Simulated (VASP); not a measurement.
# Ru12Cl in VASP: single point with PBE

Aim: the single point of Ru12Cl with PBE.

Program: VASP 6.6.1. These are calculated values, not measurements. Logs are shortened: lines on timing, memory, paths and dates and some standing lists are left out, and cuts for length are marked.

### Step 1. The cell of the first run

The cell holds a slab with vacuum, 13 atoms: a = 5.400 Å, b = 5.400 Å, c = 17.277 Å, α = 90.00°, β = 90.00°, γ = 60.00°.

### Step 2. Single point, PBE

Input file INCAR:

```
ALGO = Normal ; EDIFF = 1E-6
ENCUT = 520 ; GGA = PE
ISIF = 2 ; ISMEAR = 0
LASPH = T ; LCHARG = T
LELF = T ; LREAL = F
LVHAR = T ; LWAVE = F
NBANDS = 100 ; NELM = 80
PREC = Accurate ; SIGMA = 0.1
```

Input file KPOINTS:

```
k-points
0
Gamma
  4 4 1
```

Input file POSCAR:

```
Ru12Cl
1.0
    5.4000000000      0.0000000000      0.0000000000
    2.7000000000      4.6765370000      0.0000000000
    0.0000000000      0.0000000000     17.2768000000
Ru Cl
12 1
Direct
    0.0000000000      0.0000000000      0.0578810891
    0.5000000000      0.0000000000      0.0578810891
    0.0000000535      0.4999998931      0.0578810891
    0.5000000535      0.4999998931      0.0578810891
   -0.1680781370      0.3340155333      0.1779654218
    0.3319809937      0.3349020867      0.1780440244
   -0.1696438043      0.8347698308      0.1796484881
    0.3319965316      0.8330536036      0.1780332006
   -0.0019401008      0.0037183497      0.2985034844
    0.4946879512      0.0026692828      0.2983235321
   -0.0018926449      0.4980912158      0.2985097356
    0.4969590129      0.5013686409      0.2972747847
    1.0791765125      0.2103503084      0.4152893476
```

Potentials or basis: VASP PAW PBE potentials, release 64 (Ru_pv, Cl).

On the command line:

```bash
$ cat potpaw_PBE.64/Ru_pv/POTCAR potpaw_PBE.64/Cl/POTCAR > POTCAR
$ mpirun -np 1 vasp_std > vasp.out
```

OUTCAR:

```text
EDIFF = 1E-6
   ENCUT = 520
   GGA = PE
   ISIF = 2
   ISMEAR = 0
   LASPH = T
   LREAL = F
   NELM = 80
   PREC = Accurate

 ion  position               nearest neighbor table
   1  0.000  0.000  0.058-   8 2.59   5 2.60   7 2.62   4 2.70   3 2.70   2 2.70   2 2.70   3 2.70
                             4 2.70
   2  0.500  0.000  0.058-   8 2.60   6 2.60   7 2.61   3 2.70   4 2.70   1 2.70   1 2.70   4 2.70
                             3 2.70
   3  0.000  0.500  0.058-   6 2.59   5 2.60   7 2.62   2 2.70   1 2.70   4 2.70   4 2.70   1 2.70
                             2 2.70
   4  0.500  0.500  0.058-   5 2.59   8 2.60   6 2.60   1 2.70   2 2.70   3 2.70   3 2.70   2 2.70
                             1 2.70
   5  0.832  0.334  0.178-  12 2.59   4 2.59  11 2.59   9 2.59   1 2.60   3 2.60   8 2.70   6 2.70
                             7 2.70   7 2.70   6 2.70   8 2.70
   6  0.332  0.335  0.178-  12 2.58   3 2.59  10 2.59   4 2.60   2 2.60  11 2.60   8 2.69   7 2.70
                             5 2.70   5 2.70   7 2.70   8 2.71
   7  0.830  0.835  0.180-  10 2.58   9 2.59  11 2.59   2 2.61   3 2.62   1 2.62   8 2.70   6 2.70
                             5 2.70   5 2.70   6 2.70   8 2.70
   8  0.332  0.833  0.178-  12 2.58   1 2.59  10 2.60   4 2.60   2 2.60   9 2.60   6 2.69   7 2.70
                             5 2.70   5 2.70   7 2.70   6 2.71
   9  0.998  0.004  0.299-  13 2.45   7 2.59   5 2.59   8 2.60  11 2.67  10 2.68  12 2.70  12 2.70
                            10 2.72  11 2.73
  10  0.495  0.003  0.298-   7 2.58   6 2.59   8 2.60  11 2.68   9 2.68  12 2.70  12 2.70   9 2.72
                            11 2.72  13 2.80
  11  0.998  0.498  0.299-  13 2.45   7 2.59   5 2.59   6 2.60   9 2.67  10 2.68  12 2.70  12 2.70
                            10 2.72   9 2.73
  12  0.497  0.501  0.297-   6 2.58   8 2.58   5 2.59   9 2.70  11 2.70  10 2.70  10 2.70  11 2.70
                             9 2.70
  13  0.079  0.210  0.415-  11 2.45   9 2.45  10 2.80

  LATTYP: Found a hexagonal cell.
 ALAT       =     5.3999998437
 C/A-ratio  =     3.1994075000

  Lattice vectors:

 A1 = (  -2.7000000000,  -4.6765370000,   0.0000000000)
 A2 = (   5.4000000000,   0.0000000000,   0.0000000000)
 A3 = (   0.0000000000,   0.0000000000,  17.2768000000)

Analysis of symmetry for initial positions (statically):
=====================================================================
 Subroutine PRICEL returns:
 Original cell was already a primitive cell.

 Routine SETGRP: Setting up the symmetry group for a
 hexagonal supercell.

 Subroutine GETGRP returns: Found  1 space group operations
[... 139 lines left out ...]
   ISMEAR =     0;   SIGMA  =   0.10  broadening in eV -4-tet -1-fermi 0-gaus
   EFERMI_NEDOS =   21; number of points for ismear=-14 and -15
   IALGO  =     38    algorithm
   IMIX   =      4    mixing-type and parameters
     AMIX     =   0.40;   BMIX     =  1.00
     AMIX_MAG =   1.60;   BMIX_MAG =  1.00
  volume/ion in A,a.u.               =      33.56       226.48
  Fermi-wavevector in a.u.,A,eV,Ry     =   1.207333  2.281528 19.832569  1.457653
  Thomas-Fermi vector in A             =   2.342974
   LORBIT       =      0    0 simple, 1 ext, 2 COOP (PROOUT), +10 PAW based schemes
   GGA     = PE    functional components
   LHFCALC =     F    Hartree Fock is set to
   AEXX    =    0.0000 exact exchange contribution
   IVDW    =     0    specifies the selected vdW correction
   LEPSILON=     F    determine dielectric tensor
   LRPA    =     F    only Hartree local field effects (RPA)
 non-spin polarized calculation
 Gauss-broadening in eV      SIGMA  =   0.10
  energy-cutoff  :      520.00
  volume of cell :      436.30
 maximum number of plane-waves:     11792
   NGX = 21   NGY = 21   NGZ = 65

 number of electron     174.9999977 magnetization

 Free energy of the ion-electron system (eV)
  ---------------------------------------------------
  ext. energy  EPLUGINS =         0.00000000
  ---------------------------------------------------
  free energy    TOTEN  =      -106.81871471 eV

  energy without entropy =     -106.75168472  energy(sigma->0) =     -106.78519972

 E-fermi :   2.0722     XC(G=0):  -6.7703

 val. band max:        2.0378400920   @ k =   0.0000   0.0000   0.0000
 cond. band min:       2.0883043572   @ k =   0.0000   0.0000   0.0000
 fundamental gap:      0.0504642652
 Fermi energy:         2.0722028369

 k-point     1 :       0.0000    0.0000    0.0000
  band No.  band energies     occupation
      1     -41.7083      2.00000
      2     -41.6726      2.00000
      3     -41.6661      2.00000
      4     -41.5883      2.00000
      5     -41.4403      2.00000
      6     -41.4234      2.00000
[... 1009 lines left out ...]
     98       3.0796      0.00000
     99       3.2305      0.00000
 [bands above 99 left out]

------------------------ aborting loop because EDIFF is reached ----------------------------------------

  FORCE on cell =-STRESS in cart. coord.  units (eV):
  Direction    XX          YY          ZZ          XY          YZ          ZX
  --------------------------------------------------------------------------------------
  -------------------------------------------------------------------------------------
  Total       -2.8529477     -2.5268417     -0.1423547      0.2785171     -0.7113224      1.2566172
  in kB      -10.4766625     -9.2791281     -0.5227583      1.0227770     -2.6121350      4.6145794
  external PRESSURE =      -6.7595163 kB  Pullay stress =       0.0000000 kB

 VOLUME and BASIS-vectors are now :
 -----------------------------------------------------------------------------
  energy-cutoff  :      520.00
  volume of cell :      436.30
      direct lattice vectors                 reciprocal lattice vectors
     5.400000000  0.000000000  0.000000000     0.185185185 -0.106916721  0.000000000
     2.700000000  4.676537000  0.000000000     0.000000000  0.213833441  0.000000000
     0.000000000  0.000000000 17.276800000     0.000000000  0.000000000  0.057881089

 POSITION                                       TOTAL-FORCE (eV/Angst)
 -----------------------------------------------------------------------------------
      0.00000      0.00000      1.00000        -0.060692      0.012201      0.042472
      2.70000      0.00000      1.00000        -0.063046      0.035554     -0.078514
      1.35000      2.33827      1.00000        -0.041755      0.045179      0.041251
      4.05000      2.33827      1.00000        -0.001189     -0.000095     -0.032186
      5.39422      1.56204      3.07467        -0.008811      0.004304     -0.003415
      2.69693      1.56618      3.07603        -0.007891      0.001478     -0.002911
      6.73780      3.90383      3.10375        -0.008536      0.006972      0.015092
      4.04203      3.89581      3.07584        -0.005862      0.005459      0.000856
      5.39956      0.01739      5.15718        -0.007229      0.004879      0.011096
      2.67852      0.01248      5.15408        -0.018896      0.006528      0.022291
      6.73463      2.32934      5.15729        -0.010721      0.006331      0.010135
      4.03727      2.34467      5.13596        -0.011767      0.013180      0.007088
      0.99550      0.98371      7.17487         0.246395     -0.141971     -0.033255
 -----------------------------------------------------------------------------------
    total drift:                               -0.000269      0.000107     -0.000019

  FREE ENERGIE OF THE ION-ELECTRON SYSTEM (eV)
  ---------------------------------------------------
  free  energy   TOTEN  =      -106.8187147108 eV

  energy  without entropy=     -106.7516847231  energy(sigma->0) =     -106.78519972
```

stdout:

```text
POSCAR found type information on POSCAR RuCl
 POSCAR found :  2 types and      13 ions
 scaLAPACK will be used
 LDA part: xc-table for (Slater+PW92), standard interpolation
 POSCAR, INCAR and KPOINTS ok, starting setup
 FFT: planning ... GRIDC
 FFT: planning ... GRID_SOFT
 FFT: planning ... GRID
 WAVECAR not read
 entering main loop
```

Run time: 36 min. Hardware: 1 thread of AMD EPYC 7R13, shared host; peak memory 0.67 GiB.

Results:

| Item | Value |
| --- | --- |
| Free energy | -106.8187 eV |
| Largest force | 0.286 eV/Å |
| Band gap on the k mesh | zero (an odd number of electrons rules out a gap without spin polarisation) |

Forces in eV/Å, atoms in the order of the input:
```
Ru  -0.061  0.012  0.042
Ru  -0.063  0.036 -0.079
Ru  -0.042  0.045  0.041
Ru  -0.001  0.000 -0.032
Ru  -0.009  0.004 -0.003
Ru  -0.008  0.001 -0.003
Ru  -0.009  0.007  0.015
Ru  -0.006  0.005  0.001
Ru  -0.007  0.005  0.011
Ru  -0.019  0.007  0.022
Ru  -0.011  0.006  0.010
Ru  -0.012  0.013  0.007
Cl   0.246 -0.142 -0.033
```

Levels at points of the mesh, in eV from the Fermi level:
| k point | band 85 | band 86 | band 87 | band 88 | band 89 | band 90 | band 91 | band 92 | band 93 | band 94 |
| --- | --- | --- | --- | --- | --- | --- | --- | --- | --- | --- |
| (0.00, 0.00, 0.00) | 0.68 | 0.70 | 0.72 | 0.91 | 0.92 | 1.25 | 1.26 | 1.28 | 1.33 | 1.34 |
| (0.50, 0.00, 0.00) | -0.39 | -0.29 | -0.28 | -0.18 | -0.08 | -0.08 | 0.14 | 0.25 | 0.48 | 0.52 |
| (0.50, 0.50, 0.00) | -0.42 | -0.35 | -0.28 | -0.17 | -0.09 | -0.06 | 0.16 | 0.22 | 0.47 | 0.53 |
| (0.00, 0.50, 0.00) | -0.42 | -0.35 | -0.28 | -0.17 | -0.09 | -0.06 | 0.16 | 0.22 | 0.47 | 0.53 |

Caveat: there is no dipole correction, which matters where the two faces differ; an odd number of electrons without spin polarisation forces a metal; a magnetic or distorted state may lie lower.

The gap in the log of VASP goes by the Fermi energy; the results here count the filled bands.